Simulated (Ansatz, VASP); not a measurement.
**Two plane-wave programs on Co**

The input INCAR:

```
PREC = Accurate
ENCUT = 520
EDIFF = 1E-6
ISMEAR = -1
SIGMA = 0.1
LREAL = F
LASPH = T
NELM = 150
ALGO = Normal
ISIF = 2
LWAVE = F
LCHARG = F
ISPIN = 2
MAGMOM = 3.2 3.2
LORBIT = 11
LMAXMIX = 4
GGA = PE
NBANDS = 20
```

Contents of KPOINTS:

```
regular mesh
0
Gamma
  13 13 7
```

The input POSCAR:

```
Co
1.0
    2.5485122251      0.0000000000      0.0000000000
   -1.2742561125      2.2070763314      0.0000000000
    0.0000000000      0.0000000000      4.1366315326
Co
2
Direct
    0.3333333333      0.6666666667      0.2500000000
    0.6666666667      0.3333333333      0.7500000000
```

Input for Ansatz:

```yaml
crystal:
  lattice:
    - [2.548512225077564, 0.0, 0.0]
    - [-1.274256112538782, 2.207076331365099, 0.0]
    - [0.0, 0.0, 4.136631532600772]
  atoms:
    - { symbol: Co, position: [0.3333333333333333, 0.6666666666666666, 0.25], spin: 3.2 }
    - { symbol: Co, position: [0.6666666666666666, 0.3333333333333333, 0.75], spin: 3.2 }
basis:
  ecutwfc: 500.0
kpoints:
  mp_grid:
    grid: [13, 13, 7]
hamiltonian:
  pseudopotentials:
    kind: paw
magnetization:
  spin_polarized: true
scf:
  convergence:
    dr2_threshold: 1.0e-09
  occupations:
    method: fermi_dirac
    width: 0.1
output:
  stress: true
```

Alike in both runs: task single point; functional PBE; k mesh 13 × 13 × 7; occupations fermi-dirac, width 0.1 eV; collinear spin.

|  | VASP | Ansatz |
| --- | --- | --- |
| version | VASP 6.6.1 | Ansatz 0.2.0 |
| potentials or method | VASP PAW PBE potentials, release 64 (Co), cutoff 520 eV | plane waves, PAW |
| valence electrons in the cell | 18 | 34 |

```tsv
	VASP	Ansatz	Ansatz less VASP
pressure (GPa)	-12.9	-12.5	+0.42
traceless stress, the component that is largest in VASP (GPa)	-0.03	0.10	+0.129
net moment per atom (μB)	1.64	1.65	+0.009
size of the moment on the site where the two differ most (μB)	1.67	1.73	+0.058
```

Site moments also hang on the region over which each program counts them. With one functional, cell and mesh, what is left measures potentials, basis and numerics. VASP's potentials hold 18 valence electrons a cell and Ansatz's 34, so a difference there can come from the potentials and not from the codes. Ansatz's warnings: given moment on shells, stress scf threshold loose.
